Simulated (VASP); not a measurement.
# BaTiO3: single point with PBEsol

The system is BaTiO3.

```
Ba Ti O
1.0
     2.82767    1.63255    2.31773
    -2.82767    1.63255    2.31773
     0.00000   -3.26511    2.31773
Ba Ti O
1 1 3
Direct
  0.00000 0.00000 0.00000
  0.51400 0.51400 0.51400
  0.49160 0.49160 0.98150
  0.49160 0.98150 0.49160
  0.98150 0.49160 0.49160
```

```yaml
Program: VASP 6.6.1
Task: single point
Functional: PBEsol
Potentials_or_basis: VASP PAW PBE potentials, release 64 (Ba_sv, Ti_sv, O)
Cutoff: 520 eV
k_mesh: 6 × 6 × 6
Occupations: gaussian, width 0.02 eV
Spin: no spin polarisation
Dipole_correction: no
Further_INCAR_settings: ALGO = Normal; EDIFF = 1e-07; NBANDS = 28
```

```
Pressure               : 0.6 GPa
Largest force          : 0.152 eV/Å
Band gap on the k mesh : 2.31 eV (least direct gap 2.69 eV)
```

Forces on the atoms (eV/Å):
```
Ba   0.000  0.000  0.084
Ti   0.000  0.000 -0.064
O    0.000 -0.151 -0.007
O   -0.131  0.076 -0.007
O    0.131  0.076 -0.007
```

Stress tensor (GPa, compression positive):
```
0.67 0.00 0.00
0.00 0.67 0.00
0.00 0.00 0.40
```

Levels at points of the mesh, in eV from the valence-band top:
```csv
k point,band 16,band 17,band 18,band 19,band 20,band 21,band 22,band 23,band 24,band 25
"(0.00, 0.00, 0.00)",-1.32,-1.08,-0.52,-0.39,-0.39,2.31,2.31,2.44,4.49,4.49
"(0.50, 0.00, 0.00)",-2.14,-1.71,-1.66,-0.96,-0.84,2.48,3.78,3.86,4.45,6.18
"(0.50, 0.50, 0.00)",-2.76,-1.65,-0.90,-0.85,-0.10,3.85,3.85,4.19,5.06,7.77
"(0.50, 0.50, 0.50)",-2.41,-2.37,-0.02,-0.02,0.00,4.35,4.48,4.48,6.54,6.54
```

Run time: 77 s on 1 thread of Intel Xeon 8259CL, with other jobs on the host, peak memory 0.21 GiB.

Caveat: the PAW data sets were made with another functional, which shifts forces and pressure a little; spin-orbit coupling is left out, which moves the levels of the heavy elements. A k mesh can miss the band edges.
